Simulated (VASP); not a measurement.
# MgS (Fm-3m) in VASP: a series of runs

Runs on MgS. Level: PBE. Tasks: relaxation of cell and atoms, single point.

Program: VASP 6.6.1. These are calculated values, not measurements. Logs are shortened: lines on timing, memory, paths and dates and some standing lists are left out, and cuts for length are marked.

## 1. The cell of the first run

It takes space group Fm-3m (No. 225, cubic). Conventional cell: a = 5.203 Å, b = 5.203 Å, c = 5.203 Å, α = 90.00°, β = 90.00°, γ = 90.00°. Mg (site symmetry m-3m) has 6 S at 2.60 Å within 3.4 Å. S (site symmetry m-3m) has 6 Mg at 2.60 Å within 3.4 Å.

## 2. Relaxation of cell and atoms, PBE

INCAR

```
SYSTEM = MgS
  PREC = Accurate
  ENCUT = 600
  EDIFF = 1E-7
  ISMEAR = 0
  SIGMA = 0.02
  LREAL = .False.
  LASPH = .True.
  NELM = 100
  ALGO = Normal
  ISIF = 3
  LWAVE = .False.
  LCHARG = .False.
  GGA = PE
  IBRION = 2
  NSW = 100
  EDIFFG = -0.01
```

KPOINTS

```
regular mesh
0
Gamma
  8 8 8
  0 0 0
```

POSCAR

```
MgS
1.0
    0.0000000000      2.6016500000      2.6016500000
    2.6016500000      0.0000000000      2.6016500000
    2.6016500000      2.6016500000      0.0000000000
Mg S
1 1
Direct
    0.0000000000      0.0000000000      0.0000000000
    0.5000000000      0.5000000000      0.5000000000
```

Potentials or basis: VASP PAW PBE potentials, release 64 (Mg, S).

The run is started by

```console
> cat potpaw_PBE.64/Mg/POTCAR potpaw_PBE.64/S/POTCAR > POTCAR
> mpirun -np 1 vasp_std > vasp.out
```

OUTCAR:

```text
SYSTEM = MgS
   PREC = Accurate
   ENCUT = 600
   EDIFF = 1E-7
   ISMEAR = 0
   LREAL = .False.
   LASPH = .True.
   NELM = 100
   ISIF = 3
   GGA = PE
   IBRION = 2
   NSW = 100
   EDIFFG = -0.01

 ion  position               nearest neighbor table
   1  0.000  0.000  0.000-   2 2.60   2 2.60   2 2.60   2 2.60   2 2.60   2 2.60
   2  0.500  0.500  0.500-   1 2.60   1 2.60   1 2.60   1 2.60   1 2.60   1 2.60

  LATTYP: Found a face centered cubic cell.
 ALAT       =     5.2033000000

  Lattice vectors:

 A1 = (   0.0000000000,   2.6016500000,   2.6016500000)
 A2 = (   2.6016500000,   0.0000000000,   2.6016500000)
 A3 = (   2.6016500000,   2.6016500000,   0.0000000000)

Analysis of symmetry for initial positions (statically):
=====================================================================
 Subroutine PRICEL returns:
 Original cell was already a primitive cell.

 Routine SETGRP: Setting up the symmetry group for a
 face centered cubic supercell.

 Subroutine GETGRP returns: Found 48 space group operations
 (whereof 48 operations were pure point group operations)
 out of a pool of 48 trial point group operations.

The static configuration has the point symmetry O_h .

Analysis of symmetry for dynamics (positions and initial velocities):
=====================================================================
 Subroutine PRICEL returns:
 Original cell was already a primitive cell.

 Routine SETGRP: Setting up the symmetry group for a
 face centered cubic supercell.

 Subroutine GETGRP returns: Found 48 space group operations
 (whereof 48 operations were pure point group operations)
 out of a pool of 48 trial point group operations.

The dynamic configuration has the point symmetry O_h .

 Subroutine INISYM returns: Found 48 space group operations
 (whereof 48 operations are pure point group operations),
 and found     1 'primitive' translations

----------------------------------------------------------------------------------------

                                     Primitive cell

  volume of cell :      35.2190

  direct lattice vectors                    reciprocal lattice vectors
     0.000000000  2.601650000  2.601650000    -0.192185728  0.192185728  0.192185728
     2.601650000  0.000000000  2.601650000     0.192185728 -0.192185728  0.192185728
     2.601650000  2.601650000  0.000000000     0.192185728  0.192185728 -0.192185728

  length of vectors
     3.679288715  3.679288715  3.679288715     0.332875446  0.332875446  0.332875446

  position of ions in fractional coordinates (direct lattice)
[... 96 lines left out ...]
   IALGO  =     38    algorithm
   IMIX   =      4    mixing-type and parameters
     AMIX     =   0.40;   BMIX     =  1.00
     AMIX_MAG =   1.60;   BMIX_MAG =  1.00
  volume/ion in A,a.u.               =      17.61       118.83
  Fermi-wavevector in a.u.,A,eV,Ry     =   0.998878  1.887606 13.575323  0.997758
  Thomas-Fermi vector in A             =   2.131131
   LORBIT       =      0    0 simple, 1 ext, 2 COOP (PROOUT), +10 PAW based schemes
   GGA     = PE    functional components
   LHFCALC =     F    Hartree Fock is set to
   AEXX    =    0.0000 exact exchange contribution
   IVDW    =     0    specifies the selected vdW correction
   LEPSILON=     F    determine dielectric tensor
   LRPA    =     F    only Hartree local field effects (RPA)
 conjugate gradient relaxation of ions
 non-spin polarized calculation
 Gauss-broadening in eV      SIGMA  =   0.02
  energy-cutoff  :      600.00
  volume of cell :       35.22
 maximum number of plane-waves:      1211
 NGX is ok and might be reduce to    30

--------------------------------------- Ionic step        1  -------------------------------------------

 number of electron       7.9999999 magnetization

 Free energy of the ion-electron system (eV)
  ---------------------------------------------------
  ext. energy  EPLUGINS =         0.00000000
  ---------------------------------------------------
  free energy    TOTEN  =        -8.50223369 eV

  energy without entropy =       -8.50223369  energy(sigma->0) =       -8.50223369

------------------------ aborting loop because EDIFF is reached ----------------------------------------

  FORCE on cell =-STRESS in cart. coord.  units (eV):
  Direction    XX          YY          ZZ          XY          YZ          ZX
  --------------------------------------------------------------------------------------
  -------------------------------------------------------------------------------------
  Total        0.1955804      0.1955804      0.1955804      0.0000000      0.0000000     -0.0000000
  in kB        8.8973204      8.8973204      8.8973204      0.0000000      0.0000000     -0.0000000
  external PRESSURE =       8.8973204 kB  Pullay stress =       0.0000000 kB
[... 59 lines left out ...]
--------------------------------------- Ionic step        3  -------------------------------------------

 number of electron       7.9999999 magnetization

 Free energy of the ion-electron system (eV)
  ---------------------------------------------------
  ext. energy  EPLUGINS =         0.00000000
  ---------------------------------------------------
  free energy    TOTEN  =        -8.50335309 eV

  energy without entropy =       -8.50335309  energy(sigma->0) =       -8.50335309

 E-fermi :   3.7265     XC(G=0):  -9.6407

 val. band max:        3.6226170202   @ k =   0.0000   0.0000   0.0000
 cond. band min:       6.3729793006   @ k =   0.5000   0.5000   0.0000
 fundamental gap:      2.7503622804
 Fermi energy:         3.7264873693

 k-point     1 :       0.0000    0.0000    0.0000
  band No.  band energies     occupation
      1      -8.9788      2.00000
      2       3.6226      2.00000
      3       3.6226      2.00000
      4       3.6226      2.00000
      5       7.2425      0.00000
      6      11.5841      0.00000
      7      11.5841      0.00000
      8      11.5841      0.00000
[... 243 lines left out ...]
 k-point    24 :      -0.3750    0.2500    0.1250
  band No.  band energies     occupation
      1      -7.5117      2.00000
      2      -0.6235      2.00000
      3       1.5226      2.00000
      4       2.4949      2.00000
      5       9.1646      0.00000
      6       9.7081      0.00000
      7      12.0033      0.00000
      8      12.9861      0.00000

 [... further k-points ...]

------------------------ aborting loop because EDIFF is reached ----------------------------------------

  FORCE on cell =-STRESS in cart. coord.  units (eV):
  Direction    XX          YY          ZZ          XY          YZ          ZX
  --------------------------------------------------------------------------------------
  -------------------------------------------------------------------------------------
  Total        0.0007883      0.0007883      0.0007883      0.0000000      0.0000000     -0.0000000
  in kB        0.0354491      0.0354491      0.0354491      0.0000000      0.0000000     -0.0000000
  external PRESSURE =       0.0354491 kB  Pullay stress =       0.0000000 kB
[... 17 lines left out ...]
  FREE ENERGIE OF THE ION-ELECTRON SYSTEM (eV)
  ---------------------------------------------------
  free  energy   TOTEN  =        -8.5033530910 eV

  energy  without entropy=       -8.5033530910  energy(sigma->0) =       -8.50335309

 reached required accuracy - stopping structural energy minimisation
```

OSZICAR:

```text
N       E                     dE             d eps       ncg     rms          rms(c)
DAV:   1     0.274105321517E+02    0.27411E+02   -0.42706E+03   472   0.936E+02
DAV:   2    -0.781572411296E+01   -0.35226E+02   -0.33261E+02   648   0.111E+02
DAV:   3    -0.890317557366E+01   -0.10875E+01   -0.10875E+01   576   0.277E+01
[... 23 lines left out ...]
DAV:   3    -0.850335154112E+01    0.17326E-04   -0.10202E-04   520   0.561E-02    0.241E-02
DAV:   4    -0.850335175259E+01   -0.21147E-06   -0.75458E-07   552   0.766E-03    0.212E-02
DAV:   5    -0.850335331931E+01   -0.15667E-05   -0.47961E-07   480   0.591E-03    0.335E-03
DAV:   6    -0.850335312231E+01    0.19701E-06   -0.62902E-09   256   0.807E-04    0.147E-03
DAV:   7    -0.850335309105E+01    0.31261E-07   -0.49845E-10   256   0.220E-04
   3 F= -.85033531E+01 E0= -.85033531E+01  d E =-.111940E-02
```

It took 42 s on 1 thread of Intel Xeon 8259CL, shared host; peak memory 0.17 GiB.

Results:

- Free energy: -8.5034 eV
- Relaxed volume: 17.81 Å³/atom
- Relaxed cell: a = 3.693 Å, b = 3.693 Å, c = 3.693 Å, α = 60.00°, β = 60.00°, γ = 60.00°
- Space group after relaxing (to 0.05 Å): Fm-3m (No. 225)
- Energy gained by relaxing: 0.6 meV/atom
- Ionic steps: 3
- Pressure after relaxing: 0.0 GPa
- Band gap on the k mesh: 2.75 eV, indirect (least direct gap 3.62 eV)

Step by step:
| step | energy change (eV) | largest force (eV/Å) | pressure (GPa) | volume (Å³) |
| --- | --- | --- | --- | --- |
| 1 | 0.0000 | 0.0000 | 0.89 | 35.22 |
| 2 | -0.0011 | 0.0000 | -0.19 | 35.72 |
| 3 | -0.0011 | 0.0000 | 0.00 | 35.63 |

Final structure:
```
Mg S
1.0
     0.00000    2.61168    2.61168
     2.61168    0.00000    2.61168
     2.61168    2.61168    0.00000
Mg S
1 1
Cartesian
  0.0000 0.0000 0.0000
  2.6117 2.6117 2.6117
```

A k mesh can miss the band edges. Zero-point motion and thermal expansion aren't in these numbers.

## 3. Single point, PBE

This run uses another cell than the first one: it holds 4 atoms, not 2.

INCAR

```
PREC     = Accurate       # precision mode
ENCUT    = 520            # plane-wave cutoff, eV
EDIFF    = 1E-6           # SCF threshold, eV
ISMEAR   = 0              # smearing method
SIGMA    = 0.1            # smearing width, eV
LREAL    = False          # projectors in reciprocal space
LASPH    = True           # aspherical terms in the spheres
NELM     = 60             # most SCF steps
ALGO     = Normal         # electronic algorithm
ISIF     = 2              # what is computed and relaxed
LWAVE    = False          # write WAVECAR
LCHARG   = False          # write CHGCAR
GGA      = PE             # functional
NBANDS   = 16             # bands
```

KPOINTS

```
regular mesh
0
Gamma
  6 6 6
```

POSCAR

```
MgS
1.0
    0.0000000000     -2.6148576661     -2.6148576661
   -2.6148576661      0.0000000000     -2.6148576661
    2.6148576661      2.6148576661     -5.2297153322
Mg S
2 2
Direct
    1.0000000000      1.0000000000      0.0000000000
    0.5000000000      0.5000000000      0.5000000000
    0.2500000000      0.2500000000      0.2500000000
    0.7500000000      0.7500000000      0.7500000000
```

Potentials or basis: VASP PAW PBE potentials, release 64 (Mg, S).

The run is started by

```console
> cat potpaw_PBE.64/Mg/POTCAR potpaw_PBE.64/S/POTCAR > POTCAR
> mpirun -np 1 vasp_std > vasp.out
```

OUTCAR:

```text
PREC = Accurate
   ENCUT = 520
   EDIFF = 1E-6
   ISMEAR = 0
   LREAL = False
   LASPH = True
   NELM = 60
   ISIF = 2
   GGA = PE

 ion  position               nearest neighbor table
   1  0.000  0.000  0.000-   4 2.61   4 2.61   3 2.61   4 2.61   3 2.61   3 2.61
   2  0.500  0.500  0.500-   3 2.61   3 2.61   3 2.61   4 2.61   4 2.61   4 2.61
   3  0.250  0.250  0.250-   1 2.61   1 2.61   1 2.61   2 2.61   2 2.61   2 2.61
   4  0.750  0.750  0.750-   2 2.61   2 2.61   1 2.61   2 2.61   1 2.61   1 2.61

  LATTYP: Found a trigonal (rhomboedric) cell.
 ALAT       =     6.4050670319
 COS(alpha) =     0.8333333333

  Lattice vectors:

 A1 = (   2.6148576661,   5.2297153322,  -2.6148576661)
 A2 = (   5.2297153322,   2.6148576661,  -2.6148576661)
 A3 = (   2.6148576661,   2.6148576661,  -5.2297153322)

Analysis of symmetry for initial positions (statically):
=====================================================================
 Subroutine PRICEL returns following result:

  LATTYP: Found a face centered cubic cell.
 ALAT       =     5.2297153322

  Lattice vectors:

 A1 = (   0.0000000000,  -2.6148576661,   2.6148576661)
 A2 = (   2.6148576661,  -2.6148576661,   0.0000000000)
 A3 = (   2.6148576661,   0.0000000000,   2.6148576661)

   2 primitive cells build up your supercell.

 Routine SETGRP: Setting up the symmetry group for a
 trigonal (rhombohedral) supercell.

 Subroutine GETGRP returns: Found 12 space group operations
 (whereof 12 operations were pure point group operations)
 out of a pool of 12 trial point group operations.

The static configuration has the point symmetry D_3d.

Analysis of symmetry for dynamics (positions and initial velocities):
=====================================================================
 Subroutine PRICEL returns following result:

  LATTYP: Found a face centered cubic cell.
 ALAT       =     5.2297153322

  Lattice vectors:

 A1 = (   0.0000000000,  -2.6148576661,   2.6148576661)
 A2 = (   2.6148576661,  -2.6148576661,   0.0000000000)
 A3 = (   2.6148576661,   0.0000000000,   2.6148576661)

   2 primitive cells build up your supercell.

 Routine SETGRP: Setting up the symmetry group for a
 trigonal (rhombohedral) supercell.

 Subroutine GETGRP returns: Found 12 space group operations
 (whereof 12 operations were pure point group operations)
 out of a pool of 12 trial point group operations.

The dynamic configuration has the point symmetry D_3d.

 Subroutine INISYM returns: Found 12 space group operations
 (whereof 12 operations are pure point group operations),
 and found     2 'primitive' translations

----------------------------------------------------------------------------------------

                                     Primitive cell

  volume of cell :      35.7581

  direct lattice vectors                    reciprocal lattice vectors
     0.000000000 -2.614857666  2.614857666    -0.191214997 -0.191214997  0.191214997
     2.614857666 -2.614857666  0.000000000     0.191214997 -0.191214997 -0.191214997
     2.614857666  0.000000000  2.614857666     0.191214997  0.191214997  0.191214997

  length of vectors
     3.697967175  3.697967175  3.697967175     0.331194089  0.331194089  0.331194089

[... 34 lines left out ...]

 Following reciprocal coordinates:
            Coordinates               Weight
  0.000000  0.000000  0.000000      1.000000
  0.166667  0.000000 -0.000000      6.000000
  0.333333  0.000000  0.000000      6.000000
  0.500000  0.000000  0.000000      3.000000
  0.166667  0.166667 -0.000000      6.000000
  0.333333  0.166667  0.000000     12.000000
[... 16 lines left out ...]
 -0.166667  0.500000  0.166667     12.000000
 -0.333333 -0.333333  0.166667      6.000000
 [... further k-points ...]
   k-points           NKPTS =     32   k-points in BZ     NKDIM =     32   number of bands    NBANDS=     16
   number of dos      NEDOS =    301   number of ions     NIONS =      4
   total plane-waves  NPLWV =  37632
   dimension x,y,z NGX =    28 NGY =   28 NGZ =   48
   dimension x,y,z NGXF=    56 NGYF=   56 NGZF=   96
   ions per type =               2   2
   NGX,Y,Z   is equivalent  to a cutoff of  12.59, 12.59, 12.46 a.u.
   NGXF,Y,Z  is equivalent  to a cutoff of  25.18, 25.18, 24.92 a.u.
 SYSTEM =  unknown system
   PREC   = accura    normal or accurate (medium, high low for compatibility)
   ISTART =      0    job   : 0-new  1-cont  2-samecut
   ICHARG =      2    charge: 1-file 2-atom 10-const
   ISPIN  =      1    spin polarized calculation?
   LNONCOLLINEAR =      F non collinear calculations
   LSORBIT =      F    spin-orbit coupling
   LASPH  =      T    aspherical Exc in radial PAW
   ENCUT  =  520.0 eV  38.22 Ry    6.18 a.u.   6.88  6.88 11.91*2*pi/ulx,y,z
   NELM   =     60;   NELMIN=  2; NELMDL= -5     # of ELM steps
   EDIFF  = 0.1E-05   stopping-criterion for ELM
   LREAL  =      F    real-space projection
   EDIFFG = 0.1E-04   stopping-criterion for IOM
   NSW    =      0    number of steps for IOM
   IBRION =     -1    ionic relax: 0-MD 1-quasi-New 2-CG
   NFREE  =      0    steps in history (QN), initial steepest desc. (CG)
   ISIF   =      2    stress and relaxation
   ISYM   =      2    0-nonsym 1-usesym 2-fastsym
   POTIM  = 0.5000    time-step for ionic-motion
   TEBEG  =    0.0;   TEEND  =   0.0 temperature during run
   PSTRESS=    0.0 pullay stress
   NELECT =      16.0000    total number of electrons
   NUPDOWN=      -1.0000    fix difference up-down
   EMIN   =  10.00;   EMAX   =-10.00  energy-range for DOS
   EFERMI =   0.00;   METHOD = LEGACY
   ISMEAR =     0;   SIGMA  =   0.10  broadening in eV -4-tet -1-fermi 0-gaus
   EFERMI_NEDOS =   21; number of points for ismear=-14 and -15
   IALGO  =     38    algorithm
   IMIX   =      4    mixing-type and parameters
     AMIX     =   0.40;   BMIX     =  1.00
     AMIX_MAG =   1.60;   BMIX_MAG =  1.00
  volume/ion in A,a.u.               =      17.88       120.65
  Fermi-wavevector in a.u.,A,eV,Ry     =   0.993833  1.878072 13.438531  0.987704
  Thomas-Fermi vector in A             =   2.125742
   LORBIT       =      0    0 simple, 1 ext, 2 COOP (PROOUT), +10 PAW based schemes
   GGA     = PE    functional components
   LHFCALC =     F    Hartree Fock is set to
   AEXX    =    0.0000 exact exchange contribution
   IVDW    =     0    specifies the selected vdW correction
   LEPSILON=     F    determine dielectric tensor
   LRPA    =     F    only Hartree local field effects (RPA)
 non-spin polarized calculation
 Gauss-broadening in eV      SIGMA  =   0.10
  energy-cutoff  :      520.00
  volume of cell :       71.52
 maximum number of plane-waves:      1942
   NGX = 13   NGY = 13   NGZ = 23

 number of electron      15.9999997 magnetization

 Free energy of the ion-electron system (eV)
  ---------------------------------------------------
  ext. energy  EPLUGINS =         0.00000000
  ---------------------------------------------------
  free energy    TOTEN  =       -17.00351283 eV

  energy without entropy =      -17.00351283  energy(sigma->0) =      -17.00351283

 E-fermi :   4.0606     XC(G=0):  -9.6255

 val. band max:        3.5919538252   @ k =   0.0000   0.0000   0.0000
 cond. band min:       6.3332006847   @ k =   0.5000   0.5000  -0.0000
 fundamental gap:      2.7412468595
 Fermi energy:         4.0606126116

 k-point     1 :       0.0000    0.0000    0.0000
  band No.  band energies     occupation
      1      -8.9895      2.00000
      2      -7.7225      2.00000
      3      -1.1575      2.00000
      4       3.0199      2.00000
      5       3.0199      2.00000
      6       3.5919      2.00000
[... 433 lines left out ...]
      3      -0.4136      2.00000
      4      -0.0851      2.00000
      5       1.9387      2.00000
      6       2.1654      2.00000
[... 8 lines left out ...]
     15      13.5733      0.00000
     16      14.5187      0.00000

 [... further k-points ...]

------------------------ aborting loop because EDIFF is reached ----------------------------------------

  FORCE on cell =-STRESS in cart. coord.  units (eV):
  Direction    XX          YY          ZZ          XY          YZ          ZX
  --------------------------------------------------------------------------------------
  -------------------------------------------------------------------------------------
  Total       -0.1261444     -0.1261444     -0.1261444     -0.0063679      0.0063679      0.0063679
  in kB       -2.8260156     -2.8260156     -2.8260156     -0.1426590      0.1426590      0.1426590
  external PRESSURE =      -2.8260156 kB  Pullay stress =       0.0000000 kB

 VOLUME and BASIS-vectors are now :
 -----------------------------------------------------------------------------
  energy-cutoff  :      520.00
  volume of cell :       71.52
      direct lattice vectors                 reciprocal lattice vectors
     0.000000000 -2.614857666 -2.614857666     0.095607498 -0.286822495 -0.095607498
    -2.614857666  0.000000000 -2.614857666    -0.286822495  0.095607498 -0.095607498
     2.614857666  2.614857666 -5.229715332     0.095607498  0.095607498 -0.095607498

 POSITION                                       TOTAL-FORCE (eV/Angst)
 -----------------------------------------------------------------------------------
      0.00000      0.00000      0.00000         0.000000     -0.000000      0.000000
      0.00000      0.00000     -5.22972        -0.000000     -0.000000      0.000000
      0.00000      0.00000     -2.61486         0.000000      0.000000     -0.000000
      0.00000      0.00000     -7.84457        -0.000000     -0.000000     -0.000000
 -----------------------------------------------------------------------------------
    total drift:                               -0.000000      0.000000      0.000000

  FREE ENERGIE OF THE ION-ELECTRON SYSTEM (eV)
  ---------------------------------------------------
  free  energy   TOTEN  =       -17.0035128286 eV

  energy  without entropy=      -17.0035128286  energy(sigma->0) =      -17.00351283
```

Run time: 54 s. Hardware: 1 thread of Intel Xeon 8259CL, shared host; peak memory 0.2 GiB.

What came out:

```
Free energy            : -17.0035 eV
Pressure               : -0.3 GPa
Band gap on the k mesh : 2.74 eV
```

A k mesh can miss the band edges.
